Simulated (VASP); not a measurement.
# AgPt27 in VASP: single point with PBE

Aim: the single point of AgPt27 with PBE.

Everything below comes from runs of VASP 6.6.1. Logs are shortened: lines on timing, memory, paths and dates and some standing lists are left out, and cuts for length are marked.

**1. The cell of the first run**

The cell holds a slab with vacuum, 28 atoms: a = 5.549 Å, b = 5.549 Å, c = 30.593 Å, α = 90.00°, β = 90.00°, γ = 60.00°.

**2. Single point, PBE**

INCAR reads:

```
PREC     = Accurate       # precision mode
ENCUT    = 520            # plane-wave cutoff, eV
EDIFF    = 1E-7           # SCF threshold, eV
ISMEAR   = 0              # smearing method
SIGMA    = 0.1            # smearing width, eV
LREAL    = Auto         
LASPH    = True           # aspherical terms in the spheres
NELM     = 100            # most SCF steps
ALGO     = Normal         # electronic algorithm
ISIF     = 2              # what is computed and relaxed
LWAVE    = False          # write WAVECAR
LCHARG   = True           # write CHGCAR
LDIPOL   = True         
IDIPOL   = 3            
DIPOL    = 0.5 0.5 0.500
GGA      = PE             # functional
LELF     = True           # ELF
LVHAR    = True         
LVACPOTAV= True         
NBANDS   = 160            # bands
LUSENCCL = False
```

KPOINTS reads:

```
Automatic mesh
0
Gamma
  9 9 1
```

POSCAR reads:

```
AgPt27
1.0
    5.5493740188      0.0000000000      0.0000000000
    2.7746870094      4.8058988753      0.0000000000
    0.0000000000      0.0000000000     30.5931347378
Pt Ag
27 1
Direct
    0.0000000000      0.0000000000      0.2778401126
    0.0000000000      0.5000000000      0.2778401126
    0.5000000000      0.0000000000      0.2778401126
    0.5000000000      0.5000000000      0.2778401126
    0.1666666667      0.1666666667      0.3518934084
    0.1666666667      0.6666666667      0.3518934084
    0.6666666667      0.1666666667      0.3518934084
    0.6666666667      0.6666666667      0.3518934084
    0.3333333333      0.3333333333      0.4259467042
    0.3333333333      0.8333333333      0.4259467042
    0.8333333333      0.3333333333      0.4259467042
    0.8333333333      0.8333333333      0.4259467042
    0.0000000000      0.0000000000      0.5000000000
    0.0000000000      0.5000000000      0.5000000000
    0.5000000000      0.0000000000      0.5000000000
    0.5000000000      0.5000000000      0.5000000000
    0.1666666667      0.1666666667      0.5740532958
    0.1666666667      0.6666666667      0.5740532958
    0.6666666667      0.1666666667      0.5740532958
    0.6666666667      0.6666666667      0.5740532958
    0.3333333333      0.3333333333      0.6481065916
    0.3333333333      0.8333333333      0.6481065916
    0.8333333333      0.3333333333      0.6481065916
    0.8333333333      0.8333333333      0.6481065916
    0.5000000000      0.0000000000      0.7221598874
    0.0000000000      0.5000000000      0.7221598874
    0.0000000000      0.0000000000      0.7221598874
    0.5000000000      0.5000000000      0.7221598874
```

Potentials or basis: VASP PAW PBE potentials, release 64 (Pt, Ag).

On the command line:

```console
cat potpaw_PBE.64/Pt/POTCAR potpaw_PBE.64/Ag/POTCAR > POTCAR
mpirun -np 1 vasp_std > vasp.out
```

OUTCAR:

```text
PREC = Accurate
   ENCUT = 520
   EDIFF = 1E-7
   ISMEAR = 0
   LREAL = Auto
   LASPH = True
   NELM = 100
   ISIF = 2
   GGA = PE

 ion  position               nearest neighbor table
   1  0.000  0.000  0.278-   6 2.77   7 2.77   2 2.77   2 2.77   4 2.77   4 2.77   3 2.77   3 2.77
                             5 2.77
   2  0.000  0.500  0.278-   5 2.77   8 2.77   1 2.77   1 2.77   3 2.77   3 2.77   4 2.77   4 2.77
                             6 2.77
   3  0.500  0.000  0.278-   8 2.77   5 2.77   4 2.77   2 2.77   4 2.77   2 2.77   1 2.77   1 2.77
                             7 2.77
   4  0.500  0.500  0.278-   7 2.77   6 2.77   3 2.77   1 2.77   3 2.77   1 2.77   2 2.77   2 2.77
                             8 2.77
   5  0.167  0.167  0.352-   9 2.77   2 2.77   3 2.77   6 2.77   6 2.77   8 2.77   8 2.77   7 2.77
                             7 2.77  10 2.77   1 2.77  11 2.77
   6  0.167  0.667  0.352-  10 2.77   1 2.77   4 2.77   5 2.77   5 2.77   7 2.77   7 2.77   8 2.77
                             8 2.77   9 2.77   2 2.77  12 2.77
   7  0.667  0.167  0.352-  11 2.77   4 2.77   1 2.77   8 2.77   6 2.77   8 2.77   6 2.77   5 2.77
                             5 2.77  12 2.77   3 2.77   9 2.77
   8  0.667  0.667  0.352-  12 2.77   3 2.77   2 2.77   7 2.77   5 2.77   7 2.77   5 2.77   6 2.77
                             6 2.77  11 2.77   4 2.77  10 2.77
   9  0.333  0.333  0.426-   5 2.77  15 2.77  14 2.77  10 2.77  10 2.77  12 2.77  12 2.77  11 2.77
[... 25 lines left out ...]
  22  0.333  0.833  0.648-  18 2.77  28 2.77  27 2.77  21 2.77  21 2.77  23 2.77  23 2.77  24 2.77
                            24 2.77  17 2.77  20 2.77  25 2.77
  23  0.833  0.333  0.648-  19 2.77  27 2.77  28 2.77  24 2.77  22 2.77  24 2.77  22 2.77  21 2.77
                            21 2.77  20 2.77  17 2.77  26 2.77
  24  0.833  0.833  0.648-  20 2.77  26 2.77  25 2.77  23 2.77  21 2.77  23 2.77  21 2.77  22 2.77
                            22 2.77  19 2.77  18 2.77  27 2.77
  25  0.500  0.000  0.722-  21 2.77  24 2.77  28 2.77  26 2.77  28 2.77  26 2.77  27 2.77  27 2.77
                            22 2.77
  26  0.000  0.500  0.722-  24 2.77  21 2.77  27 2.77  25 2.77  27 2.77  25 2.77  28 2.77  28 2.77
                            23 2.77
  27  0.000  0.000  0.722-  23 2.77  22 2.77  26 2.77  26 2.77  28 2.77  28 2.77  25 2.77  25 2.77
                            24 2.77
  28  0.500  0.500  0.722-  22 2.77  23 2.77  25 2.77  25 2.77  27 2.77  27 2.77  26 2.77  26 2.77
                            21 2.77

  LATTYP: Found a hexagonal cell.
 ALAT       =     5.5493740187
 C/A-ratio  =     5.5128983259

  Lattice vectors:

 A1 = (  -2.7746870094,  -4.8058988753,   0.0000000000)
 A2 = (   5.5493740188,   0.0000000000,   0.0000000000)
 A3 = (   0.0000000000,   0.0000000000,  30.5931347378)

Analysis of symmetry for initial positions (statically):
=====================================================================
 Subroutine PRICEL returns:
[... 183 lines left out ...]
     AMIX     =   0.40;   BMIX     =  1.00
     AMIX_MAG =   1.60;   BMIX_MAG =  1.00
  volume/ion in A,a.u.               =      29.14       196.64
  Fermi-wavevector in a.u.,A,eV,Ry     =   1.147527  2.168511 17.916385  1.316817
  Thomas-Fermi vector in A             =   2.284206
   LORBIT       =      0    0 simple, 1 ext, 2 COOP (PROOUT), +10 PAW based schemes
   GGA     = PE    functional components
   LHFCALC =     F    Hartree Fock is set to
   AEXX    =    0.0000 exact exchange contribution
   IVDW    =     0    specifies the selected vdW correction
   LEPSILON=     F    determine dielectric tensor
   LRPA    =     F    only Hartree local field effects (RPA)
 non-spin polarized calculation
 Gauss-broadening in eV      SIGMA  =   0.10
  energy-cutoff  :      520.00
  volume of cell :      815.91
 maximum number of plane-waves:     21998
 NGX is ok and might be reduce to    42
   NGX = 21   NGY = 21   NGZ =113

 dipolmoment           0.000000      0.000000      0.004936 electrons x Angstroem

 number of electron     281.0000023 magnetization

 dipolmoment           0.000000      0.000000     -0.029124 electrons x Angstroem

 Free energy of the ion-electron system (eV)
  ---------------------------------------------------
  ext. energy  EPLUGINS =         0.00000000
  ---------------------------------------------------
  free energy    TOTEN  =      -162.41056201 eV

  energy without entropy =     -162.12923115  energy(sigma->0) =     -162.26989658

 E-fermi :   3.0702     XC(G=0):  -7.5678

 val. band max:        3.0653385249   @ k =   0.4444   0.2222   0.0000
 cond. band min:       3.0722075082   @ k =  -0.4444   0.1111   0.0000
 fundamental gap:      0.0068689834
 Fermi energy:         3.0702351552

 k-point     1 :       0.0000    0.0000    0.0000
  band No.  band energies     occupation
      1      -6.9201      2.00000
      2      -6.3247      2.00000
      3      -5.5089      2.00000
      4      -4.7199      2.00000
      5      -4.3005      2.00000
      6      -4.0736      2.00000
[... 1849 lines left out ...]
    151       3.2725      0.00423
    152       3.3400      0.00014
 [bands above 152 left out]

------------------------ aborting loop because EDIFF is reached ----------------------------------------

  FORCE on cell =-STRESS in cart. coord.  units (eV):
  Direction    XX          YY          ZZ          XY          YZ          ZX
  --------------------------------------------------------------------------------------
  -------------------------------------------------------------------------------------
  Total        8.4092453      8.4092453     21.1372498      0.0000000      0.0000000      0.0000000
  in kB       16.5129627     16.5129627     41.5065330      0.0000000      0.0000000      0.0000000
  external PRESSURE =      24.8441528 kB  Pullay stress =       0.0000000 kB

 VOLUME and BASIS-vectors are now :
 -----------------------------------------------------------------------------
  energy-cutoff  :      520.00
  volume of cell :      815.91
      direct lattice vectors                 reciprocal lattice vectors
     5.549374019  0.000000000  0.000000000     0.180200505 -0.104038810  0.000000000
     2.774687009  4.805898875  0.000000000     0.000000000  0.208077620  0.000000000
     0.000000000  0.000000000 30.593134738     0.000000000  0.000000000  0.032687072

 POSITION                                       TOTAL-FORCE (eV/Angst)
 -----------------------------------------------------------------------------------
      0.00000      0.00000      8.50000         0.005463      0.003154     -0.499514
      1.38734      2.40295      8.50000         0.000000     -0.006308     -0.499514
      2.77469      0.00000      8.50000        -0.005463      0.003154     -0.499514
      4.16203      2.40295      8.50000         0.000000      0.000000     -0.533043
      1.38734      0.80098     10.76552         0.000000      0.000000      0.201548
      2.77469      3.20393     10.76552         0.007366     -0.004253      0.193678
[... 20 lines left out ...]
      0.00000      0.00000     22.09313        -0.052957     -0.030575      0.187929
      4.16203      2.40295     22.09313         0.000000      0.000000      1.401203
 -----------------------------------------------------------------------------------
    total drift:                               -0.000000     -0.000000      0.008880

  FREE ENERGIE OF THE ION-ELECTRON SYSTEM (eV)
  ---------------------------------------------------
  free  energy   TOTEN  =      -162.4105620135 eV

  energy  without entropy=     -162.1292311534  energy(sigma->0) =     -162.26989658

 vacuum level on the upper side and lower side of the slab         8.544         8.742
```

OSZICAR:

```text
N       E                     dE             d eps       ncg     rms          rms(c)
DAV:   1     0.198590537738E+04    0.19859E+04   -0.13462E+05  3848   0.158E+03
DAV:   2    -0.379218826924E+02   -0.20238E+04   -0.19130E+04  4344   0.331E+02
DAV:   3    -0.165422160081E+03   -0.12750E+03   -0.11510E+03  4888   0.702E+01
[... 13 lines left out ...]
DAV:  57    -0.162410561403E+03   -0.85292E-06   -0.13253E-08  2232   0.213E-04    0.343E-04
DAV:  58    -0.162410561716E+03   -0.31284E-06   -0.60579E-09  2192   0.131E-04    0.449E-04
DAV:  59    -0.162410561879E+03   -0.16260E-06   -0.40584E-09  2120   0.102E-04    0.387E-04
DAV:  60    -0.162410561983E+03   -0.10434E-06   -0.31317E-09  2136   0.107E-04    0.265E-04
DAV:  61    -0.162410562013E+03   -0.30530E-07   -0.19296E-09  2112   0.855E-05
   1 F= -.16241056E+03 E0= -.16226990E+03  d E =-.281331E+00
```

It took 17 min on 1 × NVIDIA H100 80GB with 1 thread of AMD EPYC 7R13 (Zen 3), shared host; peak memory 2.3 GiB.

Results:

```yaml
Free_energy: -162.4106 eV
Largest_force: 1.401 eV/Å
Band_gap_on_the_k_mesh: zero (an odd number of electrons rules out a gap without spin polarisation)
```

Forces in eV/Å, atoms in the order of the input:
```
Pt   0.005  0.003 -0.500
Pt   0.000 -0.006 -0.500
Pt  -0.005  0.003 -0.500
Pt   0.000  0.000 -0.533
Pt   0.000  0.000  0.202
Pt   0.007 -0.004  0.194
Pt   0.000  0.009  0.194
Pt  -0.007 -0.004  0.194
Pt   0.002  0.001 -0.021
Pt   0.000 -0.003 -0.021
Pt  -0.002  0.001 -0.021
Pt   0.000  0.000  0.008
Pt   0.008  0.005 -0.030
Pt   0.000 -0.009 -0.030
Pt  -0.008  0.005 -0.030
Pt   0.000  0.000 -0.020
Pt   0.000  0.000 -0.309
Pt   0.002 -0.001  0.056
Pt   0.000  0.002  0.056
Pt  -0.002 -0.001  0.056
Pt  -0.076 -0.044 -0.183
Pt   0.000  0.088 -0.183
Pt   0.076 -0.044 -0.183
Pt   0.000  0.000  0.138
Pt   0.053 -0.031  0.188
Pt   0.000  0.061  0.188
Pt  -0.053 -0.031  0.188
Ag   0.000  0.000  1.401
```

Levels at points of the mesh, in eV from the Fermi level:
```csv
k point,band 136,band 137,band 138,band 139,band 140,band 141,band 142,band 143,band 144,band 145
"(0.00, 0.00, 0.00)",0.22,0.22,0.27,0.28,0.28,0.37,0.39,0.40,0.40,0.40
```

Caveat: spin-orbit coupling is left out, which moves the levels of the heavy elements.
